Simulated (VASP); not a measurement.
# V (Fd-3m) in VASP: further runs, part 2 of 2

VASP 6.6.1. The steps go on from the part before.

### 4 Relaxation of cell and atoms, LDA, target pressure 150 GPa, at which the enthalpy is minimised

Contents of INCAR:

```
ALGO = Normal
EDIFF = 1E-6
EDIFFG = -0.005
ENCUT = 600
GGA = CA
IBRION = 2
ISIF = 3
ISMEAR = -1
LASPH = True
LCHARG = False
LREAL = False
LWAVE = False
NELM = 100
NSW = 32
PREC = Accurate
PSTRESS = 1500.0
SIGMA = 0.1
```

Contents of KPOINTS:

```
k-points
0
Gamma
  15 15 15
```

Contents of POSCAR:

```
V
1.0
    0.0000000000      2.1100934545      2.1100934545
    2.1100934545      0.0000000000      2.1100934545
    2.1100934545      2.1100934545      0.0000000000
V
2
Direct
   -0.1250000000     -0.1250000000     -0.1250000000
    0.1250000000      0.1250000000      0.1250000000
```

Potentials or basis: VASP PAW LDA potentials, release 64 (V_sv).

On the command line:

```sh
> cat potpaw_LDA.64/V_sv/POTCAR > POTCAR
> mpirun -np 1 vasp_std > vasp.out
```

OUTCAR:

```text
EDIFF = 1E-6
   EDIFFG = -0.005
   ENCUT = 600
   GGA = CA
   IBRION = 2
   ISIF = 3
   ISMEAR = -1
   LASPH = True
   LREAL = False
   NELM = 100
   NSW = 32
   PREC = Accurate
   PSTRESS = 1500.0

 ion  position               nearest neighbor table
   1  0.875  0.875  0.875-   2 1.83   2 1.83   2 1.83   2 1.83
   2  0.125  0.125  0.125-   1 1.83   1 1.83   1 1.83   1 1.83

  LATTYP: Found a face centered cubic cell.
 ALAT       =     4.2201869090

  Lattice vectors:

 A1 = (   0.0000000000,   2.1100934545,   2.1100934545)
 A2 = (   2.1100934545,   0.0000000000,   2.1100934545)
 A3 = (   2.1100934545,   2.1100934545,   0.0000000000)

Analysis of symmetry for initial positions (statically):
=====================================================================
 Subroutine PRICEL returns:
 Original cell was already a primitive cell.

 Routine SETGRP: Setting up the symmetry group for a
 face centered cubic supercell.

 Subroutine GETGRP returns: Found 48 space group operations
 (whereof 12 operations were pure point group operations)
 out of a pool of 48 trial point group operations.

The static configuration has the point symmetry D_3d.
[... 171 lines left out ...]
  Total       21.9595463     21.9595463     21.9595463     -0.0000000     -0.0000000      0.0000000
  in kB     1872.4010658   1872.4010658   1872.4010658     -0.0000000     -0.0000000      0.0000000
  external PRESSURE =     372.4010658 kB  Pullay stress =    1500.0000000 kB
[... 97 lines left out ...]
  energy  without entropy=      -11.4025530665  energy(sigma->0) =      -11.43883816

  enthalpy is  TOTEN    =         7.1356884855 eV   P V=       18.6108117413

[... ionic steps 4 to 14 ...]

--------------------------------------- Ionic step       15  -------------------------------------------

 number of electron      26.0000015 magnetization

------------------------ aborting loop because EDIFF is reached ----------------------------------------
[... 71 lines left out ...]
--------------------------------------- Ionic step       17  -------------------------------------------

 number of electron      26.0000015 magnetization

 Free energy of the ion-electron system (eV)
  ---------------------------------------------------
  ext. energy  EPLUGINS =         0.00000000
  ---------------------------------------------------
  free energy    TOTEN  =       -11.34934213 eV

  energy without entropy =      -11.27770066  energy(sigma->0) =      -11.31352139

 E-fermi :  14.5338     XC(G=0): -14.5808

 val. band max:       14.5171744864   @ k =  -0.3333   0.3333   0.0667
 cond. band min:      14.5355122499   @ k =   0.2667   0.2667   0.0000
 fundamental gap:      0.0183377634
 Fermi energy:        14.5337535782

 k-point     1 :       0.0000    0.0000    0.0000
  band No.  band energies     occupation
      1     -50.4809      2.00000
      2     -46.4032      2.00000
      3     -24.7152      2.00000
      4     -24.7152      2.00000
      5     -24.7152      2.00000
      6     -21.3786      2.00000
[... 457 lines left out ...]
      4     -25.0431      2.00000
      5     -24.4608      2.00000
      6     -21.5771      2.00000
[... 9 lines left out ...]
     16      17.0868      0.00000
     17      17.2500      0.00000

 [... further k-points ...]
[... 5 lines left out ...]
  --------------------------------------------------------------------------------------
  -------------------------------------------------------------------------------------
  Total       18.4881027     18.4881027     18.4881027     -0.0000000      0.0000000      0.0000000
  in kB     1500.4104789   1500.4104789   1500.4104789     -0.0000000      0.0000000      0.0000000
  external PRESSURE =       0.4104789 kB  Pullay stress =    1500.0000000 kB
[... 21 lines left out ...]
  energy  without entropy=      -11.2777006556  energy(sigma->0) =      -11.31352139

  enthalpy is  TOTEN    =         7.1337026034 eV   P V=       18.4830447367

 reached required accuracy - stopping structural energy minimisation
```

CONTCAR:

```text
V
   1.00000000000000
     0.0000000000000000    2.1451332806530061    2.1451332806530066
     2.1451332806530061   -0.0000000000000000    2.1451332806530066
     2.1451332806530061    2.1451332806530061    0.0000000000000000
  V
     2
Direct
     0.8750000000000000    0.8750000000000000    0.8750000000000000
     0.1250000000000000    0.1250000000000000    0.1250000000000000

  0.00000000E+00  0.00000000E+00  0.00000000E+00
  0.00000000E+00  0.00000000E+00  0.00000000E+00
```

Wall time 96 s (1 thread of Intel Xeon Platinum 8375C at 2.90GHz (Ice Lake), shared host); peak memory 0.16 GiB.

What came out:

| Property | Result |
| --- | --- |
| Free energy | -11.3493 eV |
| Relaxed volume | 9.87 Å³/atom |
| Relaxed cell | a = 3.034 Å, b = 3.034 Å, c = 3.034 Å, α = 60.00°, β = 60.00°, γ = 60.00° |
| Space group after relaxing (to 0.05 Å) | Fd-3m (No. 227) |
| Energy change on relaxing (the enthalpy is what falls) | -498.8 meV/atom |
| Ionic steps | 17 |
| Pressure after relaxing | 150.0 GPa |
| Band gap on the k mesh | zero (band 13 reaches 15.32 eV, above the bottom of band 14 at 12.70 eV) |

Step by step:
| step | energy change (eV) | largest force (eV/Å) | pressure (GPa) | volume (Å³) |
| --- | --- | --- | --- | --- |
| 1 | 0.0000 | 0.0000 | 187.24 | 18.79 |
| 2 | -3.9556 | 0.0000 | 40.87 | 25.38 |
| 3 | -1.1234 | 0.0000 | 145.37 | 19.88 |
| 4 | -1.0050 | 0.0000 | 149.72 | 19.75 |
| 5 | -0.9867 | 0.0000 | 150.41 | 19.73 |
| 6 | -0.9874 | 0.0000 | 150.43 | 19.73 |
| 7 | -0.9893 | 0.0000 | 150.32 | 19.73 |
| 8 | -0.9893 | 0.0000 | 150.33 | 19.73 |
| 9 | -0.9894 | 0.0000 | 150.33 | 19.73 |
| 10 | -0.9895 | 0.0000 | 150.33 | 19.73 |
| 11 | -0.9897 | 0.0000 | 150.32 | 19.73 |
| 12 | -0.9901 | 0.0000 | 150.32 | 19.73 |
| 13 | -0.9908 | 0.0000 | 150.30 | 19.73 |
| 14 | -0.9924 | 0.0000 | 150.21 | 19.74 |
| 15 | -0.9954 | 0.0000 | 150.09 | 19.74 |
| 16 | -1.0015 | 0.0000 | 149.85 | 19.75 |
| 17 | -0.9977 | 0.0000 | 150.04 | 19.74 |

Final structure:
```
CELL_PARAMETERS angstrom
0.00000 2.14513 2.14513
2.14513 0.00000 2.14513
2.14513 2.14513 0.00000
ATOMIC_POSITIONS crystal
V 0.87500 0.87500 0.87500
V 0.12500 0.12500 0.12500
```

Caveat: the cell is relaxed towards a set pressure, so the enthalpy falls and the energy may rise.

### 5 Relaxation of cell and atoms, LDA, target pressure 150 GPa, at which the enthalpy is minimised

This run uses another cell than the first one, of 9.56 Å³/atom, 1.018 times its volume.

Contents of INCAR:

```
SYSTEM = V
ALGO = Normal ; EDIFF = 1E-6
EDIFFG = -0.005 ; ENCUT = 600
IBRION = 2 ; ISIF = 3
ISMEAR = -1 ; LASPH = .True.
LCHARG = .False. ; LREAL = .False.
LWAVE = .False. ; NELM = 80
NSW = 60 ; PREC = Accurate
PSTRESS = 1500.0 ; SIGMA = 0.1
```

Contents of KPOINTS:

```
k-points
0
Gamma
  15 15 15
  0 0 0
```

Contents of POSCAR:

```
V
1.0
    0.0000000000      2.1223593004      2.1223593004
    2.1223593004      0.0000000000      2.1223593004
    2.1223593004      2.1223593004      0.0000000000
V
2
Direct
   -0.1250000000     -0.1250000000     -0.1250000000
    0.1250000000      0.1250000000      0.1250000000
```

On the command line:

```sh
> cat potpaw_LDA.64/V_sv/POTCAR > POTCAR
> mpirun -np 1 vasp_std > vasp.out
```

It took 95 s on 1 thread of Intel Xeon Platinum 8375C at 2.90GHz (Ice Lake), shared host; peak memory 0.16 GiB.

It converged, with:

| Quantity | Value |
| --- | --- |
| Free energy | -11.3501 eV |
| Relaxed volume | 9.87 Å³/atom |
| Relaxed cell | a = 3.034 Å, b = 3.034 Å, c = 3.034 Å, α = 60.00°, β = 60.00°, γ = 60.00° |
| Space group after relaxing (to 0.05 Å) | Fd-3m (No. 227) |
| Energy change on relaxing (the enthalpy is what falls) | -313.6 meV/atom |
| Ionic steps | 17 |
| Pressure after relaxing | 150.0 GPa |
| Band gap on the k mesh | zero (band 13 reaches 15.32 eV, above the bottom of band 14 at 12.70 eV) |

Step by step:
| step | energy change (eV) | largest force (eV/Å) | pressure (GPa) | volume (Å³) |
| --- | --- | --- | --- | --- |
| 1 | 0.0000 | 0.0000 | 173.37 | 19.12 |
| 2 | -2.8787 | 0.0000 | 67.21 | 23.24 |
| 3 | -0.6780 | 0.0000 | 148.12 | 19.80 |
| 4 | -0.6291 | 0.0000 | 149.87 | 19.74 |
| 5 | -0.6172 | 0.0000 | 150.25 | 19.73 |
| 6 | -0.6176 | 0.0000 | 150.35 | 19.73 |
| 7 | -0.6187 | 0.0000 | 150.30 | 19.73 |
| 8 | -0.6187 | 0.0000 | 150.31 | 19.73 |
| 9 | -0.6188 | 0.0000 | 150.30 | 19.73 |
| 10 | -0.6188 | 0.0000 | 150.30 | 19.73 |
| 11 | -0.6189 | 0.0000 | 150.30 | 19.73 |
| 12 | -0.6190 | 0.0000 | 150.30 | 19.73 |
| 13 | -0.6193 | 0.0000 | 150.30 | 19.73 |
| 14 | -0.6198 | 0.0000 | 150.28 | 19.73 |
| 15 | -0.6209 | 0.0000 | 150.22 | 19.74 |
| 16 | -0.6230 | 0.0000 | 150.14 | 19.74 |
| 17 | -0.6273 | 0.0000 | 149.97 | 19.74 |

Final structure:
```xyz
2
Lattice="0.0000 2.1452 2.1452 2.1452 0.0000 2.1452 2.1452 2.1452 0.0000" Properties=species:S:1:pos:R:3 pbc="T T T"
V     3.7540    3.7540    3.7540
V     0.5363    0.5363    0.5363
```

Levels at points of the mesh, in eV from the Fermi level:
```csv
k point,band 9,band 10,band 11,band 12,band 13,band 14,band 15,band 16,band 17
"(0.00, 0.00, 0.00)",-7.11,-3.93,-3.93,-1.42,-1.42,-1.42,2.58,2.58,2.58
```

Caveat: the cell is relaxed towards a set pressure, so the enthalpy falls and the energy may rise.

### 6 Overview

| task | cell | cutoff (eV) | gap on the mesh (eV) | pressure (GPa) |
| --- | --- | --- | --- | --- |
| single point | a = 2.984 Å, angles 60.0°, 2 atoms | 520 | none | 187.3 |
| single point | a = 2.989 Å, angles 60.0°, 2 atoms | 520 | none | 183.0 |
| relaxation of cell and atoms | relaxed to 150 GPa from a = 2.984 Å, angles 60.0°, 2 atoms | 600 | none | 150.0 |
| relaxation of cell and atoms | relaxed to 150 GPa from a = 3.001 Å, angles 60.0°, 2 atoms | 600 | none | 150.0 |

Alike in all rows: level LDA; potentials or basis VASP PAW LDA potentials, release 64 (V_sv); no spin polarisation; k mesh 15 × 15 × 15; smearing fermi-dirac 0.1 eV.

Caveats: the cell is relaxed towards a set pressure, so the enthalpy falls and the energy may rise (some runs).

Absolute energies hang on the potentials; compare differences alone.
